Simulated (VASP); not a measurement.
# W3N4 (P2/m) in VASP: single point with PBEsol

Aim: the single point of W3N4 with PBEsol.

Everything below comes from runs of VASP 6.6.1. Logs are shortened: lines on timing, memory, paths and dates and some standing lists are left out, and cuts for length are marked.

### Step 1. The cell of the first run

Symmetry: P2/m, No. 10, monoclinic system. The conventional cell has a = 4.183 Å, b = 4.180 Å, c = 4.402 Å, α = 90.00°, β = 93.91°, γ = 90.00°. Within 2.8 Å of W (site symmetry 2/m) lie 6 N at 2.09 to 2.20 Å. W (site symmetry 2/m) has 6 N at 2.09 to 2.20 Å within 2.8 Å. W (site symmetry 2/m) has 6 N at 2.09 to 2.20 Å within 2.8 Å. Within 2.8 Å of N (site symmetry 2/m) lie 6 W at 2.09 to 2.20 Å. Within 2.8 Å of N (site symmetry 2/m) lie 4 W at 2.09 to 2.20 Å. Within 2.8 Å of N (site symmetry 2/m) lie 4 W at 2.09 to 2.20 Å. Within 2.8 Å of N (site symmetry 2/m) lie 4 W at 2.09 Å.

### Step 2. Single point, PBEsol (engineering shear strain xz -0.0700, normal strain along z +0.0525)

INCAR

```
PREC = Accurate ; ENCUT = 600
EDIFF = 1E-6 ; ISMEAR = 0
SIGMA = 0.15 ; LREAL = F
LASPH = T ; NELM = 120
ALGO = Normal ; ISIF = 2
LWAVE = F ; LCHARG = F
GGA = PS ; NBANDS = 40
GGA_COMPAT = F
```

KPOINTS

```
regular mesh
0
Gamma
  10 10 10
```

POSCAR

```
W3N4
1.0
    4.1802152799      0.0000000000     -0.1463075348
    0.0000000000      4.1802152799      0.0000000000
   -0.1463075348      0.0000000000      4.3996765821
W N
3 4
Direct
    0.5000000000      0.5000000000      0.0000000000
    0.0000000000      0.5000000000      0.5000000000
    0.5000000000      0.0000000000      0.5000000000
    0.5000000000      0.5000000000      0.5000000000
    0.5000000000      0.0000000000      0.0000000000
    0.0000000000      0.5000000000      0.0000000000
    0.0000000000      0.0000000000      0.5000000000
```

Potentials or basis: VASP PAW PBE potentials, release 64 (W_sv, N).

Launch:

```console
$ cat potpaw_PBE.64/W_sv/POTCAR potpaw_PBE.64/N/POTCAR > POTCAR
$ mpirun -np 1 vasp_std > vasp.out
```

OUTCAR:

```text
PREC = Accurate
   ENCUT = 600
   EDIFF = 1E-6
   ISMEAR = 0
   LREAL = F
   LASPH = T
   NELM = 120
   ISIF = 2
   GGA = PS

 ion  position               nearest neighbor table
   1  0.500  0.500  0.000-   5 2.09   5 2.09   6 2.09   6 2.09   4 2.20   4 2.20   2 2.93   2 2.93
                             3 3.04   3 3.04   3 3.04   3 3.04   2 3.14   2 3.14
   2  0.000  0.500  0.500-   7 2.09   7 2.09   4 2.09   4 2.09   6 2.20   6 2.20   1 2.93   1 2.93
                             3 2.96   3 2.96   3 2.96   3 2.96   1 3.14   1 3.14
   3  0.500  0.000  0.500-   4 2.09   4 2.09   7 2.09   7 2.09   5 2.20   5 2.20   2 2.96   2 2.96
                             2 2.96   2 2.96   1 3.04   1 3.04   1 3.04   1 3.04
   4  0.500  0.500  0.500-   3 2.09   3 2.09   2 2.09   2 2.09   1 2.20   1 2.20
   5  0.500  0.000  0.000-   1 2.09   1 2.09   3 2.20   3 2.20
   6  0.000  0.500  0.000-   1 2.09   1 2.09   2 2.20   2 2.20
   7  0.000  0.000  0.500-   2 2.09   2 2.09   3 2.09   3 2.09

  LATTYP: Found a simple monoclinic cell.
 ALAT       =     4.1827748781
 B/A-ratio  =     0.9993880622
 C/A-ratio  =     1.0524373664
 COS(beta)  =    -0.0681747048

  Lattice vectors:

 A1 = (   4.1802152799,   0.0000000000,  -0.1463075348)
 A2 = (   0.0000000000,   4.1802152799,   0.0000000000)
 A3 = (  -0.1463075348,   0.0000000000,   4.3996765821)

Analysis of symmetry for initial positions (statically):
=====================================================================
 Subroutine PRICEL returns:
 Original cell was already a primitive cell.

 Routine SETGRP: Setting up the symmetry group for a
 simple monoclinic supercell.

 Subroutine GETGRP returns: Found  4 space group operations
 (whereof  4 operations were pure point group operations)
 out of a pool of  4 trial point group operations.

The static configuration has the point symmetry C_2h.

Analysis of symmetry for dynamics (positions and initial velocities):
=====================================================================
 Subroutine PRICEL returns:
 Original cell was already a primitive cell.

 Routine SETGRP: Setting up the symmetry group for a
 simple monoclinic supercell.

 Subroutine GETGRP returns: Found  4 space group operations
 (whereof  4 operations were pure point group operations)
 out of a pool of  4 trial point group operations.

The dynamic configuration has the point symmetry C_2h.

 Subroutine INISYM returns: Found  4 space group operations
 (whereof  4 operations are pure point group operations),
 and found     1 'primitive' translations

----------------------------------------------------------------------------------------

                                     Primitive cell

  volume of cell :      76.7913

  direct lattice vectors                    reciprocal lattice vectors
     4.180215280  0.000000000 -0.146307535     0.239500883  0.000000000  0.007964400
     0.000000000  4.180215280  0.000000000     0.000000000  0.239222129  0.000000000
    -0.146307535  0.000000000  4.399676582     0.007964400  0.000000000  0.227554283

  length of vectors
     4.182774878  4.180215280  4.402108577     0.239633271  0.239222129  0.227693618

  position of ions in fractional coordinates (direct lattice)
     0.500000000  0.500000000  0.000000000
     1.000000000  0.500000000  0.500000000
     0.500000000  0.000000000  0.500000000
     0.500000000  0.500000000  0.500000000
     0.500000000  0.000000000  0.000000000
     0.000000000  0.500000000  0.000000000
     1.000000000  0.000000000  0.500000000

  ion indices of the primitive-cell ions
   primitive index   ion index
                 1           1
                 2           2
                 3           3
                 4           4
                 5           5
                 6           6
                 7           7

----------------------------------------------------------------------------------------

 KPOINTS: regular mesh

Automatic generation of k-mesh.
 Grid dimensions read from file:
 generate k-points for:   10   10   10

 Generating k-lattice:

  Cartesian coordinates                     Fractional coordinates (reciprocal lattice)
     0.023950088  0.000000000  0.000796440     0.100000000  0.000000000 -0.000000000
     0.000000000  0.023922213  0.000000000     0.000000000  0.100000000  0.000000000
     0.000796440  0.000000000  0.022755428    -0.000000000  0.000000000  0.100000000

  Length of vectors
     0.023963327  0.023922213  0.022769362

  Shift w.r.t. Gamma in fractional coordinates (k-lattice)
     0.000000000  0.000000000  0.000000000

 Subroutine IBZKPT returns following result:
 ===========================================

 Found    312 irreducible k-points:

 Following reciprocal coordinates:
            Coordinates               Weight
  0.000000  0.000000  0.000000      1.000000
  0.100000  0.000000  0.000000      2.000000
  0.200000  0.000000  0.000000      2.000000
  0.300000  0.000000 -0.000000      2.000000
  0.400000  0.000000 -0.000000      2.000000
  0.500000  0.000000  0.000000      1.000000
[... 16 lines left out ...]
  0.400000  0.300000 -0.000000      4.000000
  0.500000  0.300000  0.000000      2.000000
 [... further k-points ...]
   k-points           NKPTS =    312   k-points in BZ     NKDIM =    312   number of bands    NBANDS=     40
   number of dos      NEDOS =    301   number of ions     NIONS =      7
   total plane-waves  NPLWV =  46656
   dimension x,y,z NGX =    36 NGY =   36 NGZ =   36
   dimension x,y,z NGXF=    72 NGYF=   72 NGZF=   72
   ions per type =               3   4
   NGX,Y,Z   is equivalent  to a cutoff of  14.31, 14.32, 13.60 a.u.
   NGXF,Y,Z  is equivalent  to a cutoff of  28.62, 28.63, 27.19 a.u.
 SYSTEM =  unknown system
   PREC   = accura    normal or accurate (medium, high low for compatibility)
   ISTART =      0    job   : 0-new  1-cont  2-samecut
   ICHARG =      2    charge: 1-file 2-atom 10-const
   ISPIN  =      1    spin polarized calculation?
   LNONCOLLINEAR =      F non collinear calculations
   LSORBIT =      F    spin-orbit coupling
   LASPH  =      T    aspherical Exc in radial PAW
   ENCUT  =  600.0 eV  44.10 Ry    6.64 a.u.   8.35  8.35  8.79*2*pi/ulx,y,z
   NELM   =    120;   NELMIN=  2; NELMDL= -5     # of ELM steps
   EDIFF  = 0.1E-05   stopping-criterion for ELM
   LREAL  =      F    real-space projection
   EDIFFG = 0.1E-04   stopping-criterion for IOM
   NSW    =      0    number of steps for IOM
   IBRION =     -1    ionic relax: 0-MD 1-quasi-New 2-CG
   NFREE  =      0    steps in history (QN), initial steepest desc. (CG)
   ISIF   =      2    stress and relaxation
   ISYM   =      2    0-nonsym 1-usesym 2-fastsym
   POTIM  = 0.5000    time-step for ionic-motion
   TEBEG  =    0.0;   TEEND  =   0.0 temperature during run
   PSTRESS=    0.0 pullay stress
   NELECT =      62.0000    total number of electrons
   NUPDOWN=      -1.0000    fix difference up-down
   EMIN   =  10.00;   EMAX   =-10.00  energy-range for DOS
   EFERMI =   0.00;   METHOD = LEGACY
   ISMEAR =     0;   SIGMA  =   0.15  broadening in eV -4-tet -1-fermi 0-gaus
   EFERMI_NEDOS =   21; number of points for ismear=-14 and -15
   IALGO  =     38    algorithm
   IMIX   =      4    mixing-type and parameters
     AMIX     =   0.40;   BMIX     =  1.00
     AMIX_MAG =   1.60;   BMIX_MAG =  1.00
  volume/ion in A,a.u.               =      10.97        74.03
  Fermi-wavevector in a.u.,A,eV,Ry     =   1.524408  2.880714 31.617499  2.323821
  Thomas-Fermi vector in A             =   2.632719
   LORBIT       =      0    0 simple, 1 ext, 2 COOP (PROOUT), +10 PAW based schemes
   GGA     = PS    functional components
   LHFCALC =     F    Hartree Fock is set to
   AEXX    =    0.0000 exact exchange contribution
   IVDW    =     0    specifies the selected vdW correction
   LEPSILON=     F    determine dielectric tensor
   LRPA    =     F    only Hartree local field effects (RPA)
 non-spin polarized calculation
 Gauss-broadening in eV      SIGMA  =   0.15
  energy-cutoff  :      600.00
  volume of cell :       76.79
 maximum number of plane-waves:      2588
 NGX is ok and might be reduce to    36
   NGX = 17   NGY = 17   NGZ = 17

 number of electron      62.0000012 magnetization

 Free energy of the ion-electron system (eV)
  ---------------------------------------------------
  ext. energy  EPLUGINS =         0.00000000
  ---------------------------------------------------
  free energy    TOTEN  =       -76.91292167 eV

  energy without entropy =      -76.87865738  energy(sigma->0) =      -76.89578953

 E-fermi :   9.9829     XC(G=0): -13.0523

 val. band max:        9.9813639496   @ k =   0.3000   0.1000   0.3000
 cond. band min:       9.9873710298   @ k =   0.5000   0.2000   0.2000
 fundamental gap:      0.0060070802
 Fermi energy:         9.9828823635

 k-point     1 :       0.0000    0.0000    0.0000
  band No.  band energies     occupation
      1     -65.6957      2.00000
      2     -65.6380      2.00000
      3     -65.5746      2.00000
      4     -30.2873      2.00000
      5     -30.2728      2.00000
      6     -30.1410      2.00000
[... 32 lines left out ...]
     39      12.3919      0.00000
     40      12.8326      0.00000

 k-point     2 :       0.1000    0.0000    0.0000
  band No.  band energies     occupation
      1     -65.6945      2.00000
      2     -65.6389      2.00000
      3     -65.5749      2.00000
      4     -30.2767      2.00000
      5     -30.2645      2.00000
      6     -30.1355      2.00000
[... 32 lines left out ...]
     39      12.4043      0.00000
     40      12.7646      0.00000

 k-point     3 :       0.2000    0.0000    0.0000
  band No.  band energies     occupation
      1     -65.6911      2.00000
      2     -65.6416      2.00000
      3     -65.5756      2.00000
      4     -30.2457      2.00000
      5     -30.2413      2.00000
      6     -30.1205      2.00000
[... 32 lines left out ...]
     39      12.3930      0.00000
     40      12.5300      0.00000

 k-point     4 :       0.3000    0.0000   -0.0000
  band No.  band energies     occupation
      1     -65.6860      2.00000
      2     -65.6457      2.00000
      3     -65.5764      2.00000
      4     -30.2084      2.00000
      5     -30.1984      2.00000
      6     -30.1006      2.00000
[... 32 lines left out ...]
     39      12.1637      0.00000
     40      12.3995      0.00000
[... 772 lines left out ...]
     39      12.5842      0.00000
     40      13.0325      0.00000

 k-point    23 :       0.4000    0.3000   -0.0000
  band No.  band energies     occupation
      1     -65.6776      2.00000
      2     -65.6515      2.00000
      3     -65.5787      2.00000
      4     -30.3618      2.00000
      5     -30.1137      2.00000
      6     -30.0381      2.00000
[... 32 lines left out ...]
     39      12.4946      0.00000
     40      12.9016      0.00000

 k-point    24 :       0.5000    0.3000    0.0000
  band No.  band energies     occupation
      1     -65.6766      2.00000
      2     -65.6521      2.00000
      3     -65.5791      2.00000
      4     -30.3662      2.00000
      5     -30.1318      2.00000
      6     -30.0252      2.00000
[... 32 lines left out ...]
     39      12.5140      0.00000
     40      12.8751      0.00000

 [... further k-points ...]

------------------------ aborting loop because EDIFF is reached ----------------------------------------

  FORCE on cell =-STRESS in cart. coord.  units (eV):
  Direction    XX          YY          ZZ          XY          YZ          ZX
  --------------------------------------------------------------------------------------
  -------------------------------------------------------------------------------------
  Total       -3.1190734     -3.4697066    -13.3956653      0.0000000      0.0000000      1.8638439
  in kB      -65.0764565    -72.3920806   -279.4876282      0.0000000      0.0000000     38.8873049
  external PRESSURE =    -138.9853884 kB  Pullay stress =       0.0000000 kB

 VOLUME and BASIS-vectors are now :
 -----------------------------------------------------------------------------
  energy-cutoff  :      600.00
  volume of cell :       76.79
      direct lattice vectors                 reciprocal lattice vectors
     4.180215280  0.000000000 -0.146307535     0.239500883  0.000000000  0.007964400
     0.000000000  4.180215280  0.000000000     0.000000000  0.239222129  0.000000000
    -0.146307535  0.000000000  4.399676582     0.007964400  0.000000000  0.227554283

 POSITION                                       TOTAL-FORCE (eV/Angst)
 -----------------------------------------------------------------------------------
      2.09011      2.09011     -0.07315         0.000000      0.000000      0.000000
     -0.07315      2.09011      2.19984         0.000000      0.000000      0.000000
      2.01695      0.00000      2.12668        -0.000000      0.000000      0.000000
      2.01695      2.09011      2.12668        -0.000000      0.000000      0.000000
      2.09011      0.00000     -0.07315        -0.000000      0.000000      0.000000
      0.00000      2.09011      0.00000         0.000000      0.000000     -0.000000
     -0.07315      0.00000      2.19984         0.000000      0.000000      0.000000
 -----------------------------------------------------------------------------------
    total drift:                                0.000000      0.000000      0.000000

  FREE ENERGIE OF THE ION-ELECTRON SYSTEM (eV)
  ---------------------------------------------------
  free  energy   TOTEN  =       -76.9129216702 eV

  energy  without entropy=      -76.8786573839  energy(sigma->0) =      -76.89578953
```

Run time: 18 min. Hardware: 1 thread of Intel Xeon 6975P-C, shared host; peak memory 0.87 GiB.

What came out:

```yaml
Free_energy: -76.9129 eV
Pressure: -13.9 GPa
Band_gap_on_the_k_mesh: zero (band 31 reaches 11.21 eV, above the bottom of band 32 at 8.78 eV)
```

Stress tensor (GPa, compression positive):
```
 -6.51   0.00   3.89
  0.00  -7.24   0.00
  3.89   0.00 -27.95
```

Levels at points of the mesh, in eV from the Fermi level:
```csv
k point,band 28,band 29,band 30,band 31,band 32,band 33,band 34,band 35
"(0.00, 0.00, 0.00)",-3.03,-2.11,-1.71,-1.59,-1.08,-0.79,-0.56,-0.32
"(0.50, 0.00, 0.00)",-3.20,-2.91,-1.52,-0.27,0.19,0.31,0.47,0.64
"(0.00, 0.50, 0.00)",-3.05,-2.94,-1.48,-0.16,0.18,0.37,0.38,0.71
"(0.50, 0.50, 0.00)",-0.94,-0.25,0.47,0.71,0.80,0.99,1.26,1.30
"(0.00, 0.00, 0.50)",-3.00,-2.99,-1.32,-0.31,-0.29,-0.19,-0.16,0.14
"(0.50, 0.00, 0.50)",-1.36,-0.62,0.18,0.29,0.29,0.33,0.64,2.15
"(0.00, 0.50, 0.50)",-1.40,-0.61,0.15,0.19,0.34,0.65,1.17,1.29
"(0.50, 0.50, 0.50)",-2.02,0.27,1.23,1.23,1.54,1.62,2.28,2.45
```

Caveat: the cell differs from its parent crystal (engineering shear strain xz -0.0700, normal strain along z +0.0525); the PAW data sets were made with another functional, which shifts forces and pressure a little; spin-orbit coupling is left out, which moves the levels of the heavy elements.
